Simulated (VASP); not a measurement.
Pb, 1 atom in the cell. The structure is cubic, space group Fm-3m (No. 225). The conventional cell has a = 4.989 Å, b = 4.989 Å, c = 4.989 Å, α = 90.00°, β = 90.00°, γ = 90.00°. Pb (site symmetry m-3m) has 12 Pb at 3.53 Å within 4.6 Å. 

* Program: VASP 6.6.1
* Task: single point
* Functional: r2SCAN
* Potentials or basis: VASP PAW PBE potentials, release 64 (Pb_d)
* Cutoff: 520 eV
* k mesh: 11 × 11 × 11
* Occupations: methfessel-paxton, width 0.2 eV
* Spin: no spin polarisation
* Dipole correction: no
* Further INCAR settings: ALGO = Normal; EDIFF = 1e-06; NBANDS = 13

Potentials or basis: VASP PAW PBE potentials, release 64 (Pb_d).

Launch:

```sh
$ cat potpaw_PBE.64/Pb_d/POTCAR > POTCAR
$ cp INCAR.step1 INCAR
$ mpirun -np 1 vasp_std > vasp.out
$ cp INCAR.step2 INCAR
$ mpirun -np 1 vasp_std > vasp.out
```

Hardware: 1 thread of Intel(R) Xeon(R) Platinum 8259CL CPU @ 2.50GHz (Skylake/Cascade Lake) (shared host).

Task: Estimate the wall time of this run.

Result: It took 2.2 min on 1 thread of Intel(R) Xeon(R) Platinum 8259CL CPU @ 2.50GHz (Skylake/Cascade Lake), on a shared host, peak memory 0.17 GiB. Counts: k points 56.
